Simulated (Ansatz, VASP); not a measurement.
One calculation of KLiPd4O12, two programs

Contents of INCAR:

```
PREC     = Accurate       # precision mode
ENCUT    = 880            # plane-wave cutoff, eV
EDIFF    = 1E-6           # SCF threshold, eV
ISMEAR   = 0              # smearing method
SIGMA    = 0.1            # smearing width, eV
LREAL    = Auto         
LASPH    = True           # aspherical terms in the spheres
NELM     = 120            # most SCF steps
ALGO     = Normal         # electronic algorithm
ISIF     = 2              # what is computed and relaxed
LWAVE    = False          # write WAVECAR
LCHARG   = True           # write CHGCAR
GGA      = PE             # functional
LELF     = True           # ELF
LVHAR    = True         
NBANDS   = 93             # bands
GGA_COMPAT= False
```

The input KPOINTS:

```
Automatic mesh
0
Gamma
  4 4 4
```

POSCAR

```
KLiPd4O12
1.0
    5.3309140851      0.0000000000      0.0000000000
    0.0000000000      5.3309140851      0.0000000000
    0.0000000000      0.0000000000      7.4262460943
K Li Pd O
1 1 4 12
Direct
    0.0000000000      0.0000000000      0.0000000000
    0.5000000000      0.5000000000      0.5000000000
    0.0000000000      0.5000000000      0.7471191264
    0.0000000000      0.5000000000      0.2528808736
    0.5000000000      0.0000000000      0.2528808736
    0.5000000000      0.0000000000      0.7471191264
    0.2582510086      0.2582510086      0.2563147168
    0.2582510086      0.2582510086      0.7436852832
    0.7417489914      0.7417489914      0.7436852832
    0.7417489914      0.7417489914      0.2563147168
    0.7417489914      0.2582510086      0.7436852832
    0.7417489914      0.2582510086      0.2563147168
    0.2582510086      0.7417489914      0.7436852832
    0.2582510086      0.7417489914      0.2563147168
    0.0000000000      0.5000000000      0.5000000000
    0.0000000000      0.5000000000      0.0000000000
    0.5000000000      0.0000000000      0.5000000000
    0.5000000000      0.0000000000      0.0000000000
```

Input for Ansatz:

```yaml
crystal:
  lattice:
    - [5.3309140851, 0.0, 0.0]
    - [0.0, 5.3309140851, 0.0]
    - [0.0, 0.0, 7.4262460943]
  atoms:
    - { symbol: K, position: [0.0, 0.0, 0.0] }
    - { symbol: Li, position: [0.5, 0.5, 0.5] }
    - { symbol: Pd, position: [0.0, 0.5, 0.7471191264] }
    - { symbol: Pd, position: [0.0, 0.5, 0.2528808736] }
    - { symbol: Pd, position: [0.5, 0.0, 0.2528808736] }
    - { symbol: Pd, position: [0.5, 0.0, 0.7471191264] }
    - { symbol: O, position: [0.2582510086, 0.2582510086, 0.2563147168] }
    - { symbol: O, position: [0.2582510086, 0.2582510086, 0.7436852832] }
    - { symbol: O, position: [0.7417489914, 0.7417489914, 0.7436852832] }
    - { symbol: O, position: [0.7417489914, 0.7417489914, 0.2563147168] }
    - { symbol: O, position: [0.7417489914, 0.2582510086, 0.7436852832] }
    - { symbol: O, position: [0.7417489914, 0.2582510086, 0.2563147168] }
    - { symbol: O, position: [0.2582510086, 0.7417489914, 0.7436852832] }
    - { symbol: O, position: [0.2582510086, 0.7417489914, 0.2563147168] }
    - { symbol: O, position: [0.0, 0.5, 0.5] }
    - { symbol: O, position: [0.0, 0.5, 0.0] }
    - { symbol: O, position: [0.5, 0.0, 0.5] }
    - { symbol: O, position: [0.5, 0.0, 0.0] }
basis:
  ecutwfc: 420
kpoints:
  mp_grid: { grid: [4, 4, 4] }
hamiltonian:
  xc: pbe
scf:
  occupations: { method: gaussian, width: 0.1 }
output:
  forces: true
  stress: true
  eigenvalues: true
```

Alike in both runs: task single point; functional PBE; k mesh 4 × 4 × 4; occupations gaussian, width 0.1 eV; no spin polarisation.

|  | VASP | Ansatz |
| --- | --- | --- |
| version | VASP 6.6.1 | Ansatz 0.2.0 |
| potentials or method | VASP PAW PBE potentials, release 64 (K_sv, Li_sv, Pd_sv_GW, O), cutoff 880 eV | scalar-relativistic, plane waves, PAW |
| valence electrons in the cell | 156 | 156 |

```tsv
	VASP	Ansatz	Ansatz less VASP
gap on the k mesh at the Fermi level (eV)	none	none	-
pressure (GPa)	21.7	21.4	-0.30
traceless stress, the component that is largest in VASP (GPa)	1.83	1.85	+0.017
rms of the force components (eV/Å)	0.311	0.308	-0.0027
```

Atom by atom the forces differ by 0.005 eV/Å (rms over components). A gap of «none» marks a metal or a gap that the smearing closes. The functional is the same, so the differences come from potentials, cutoffs and numerics.
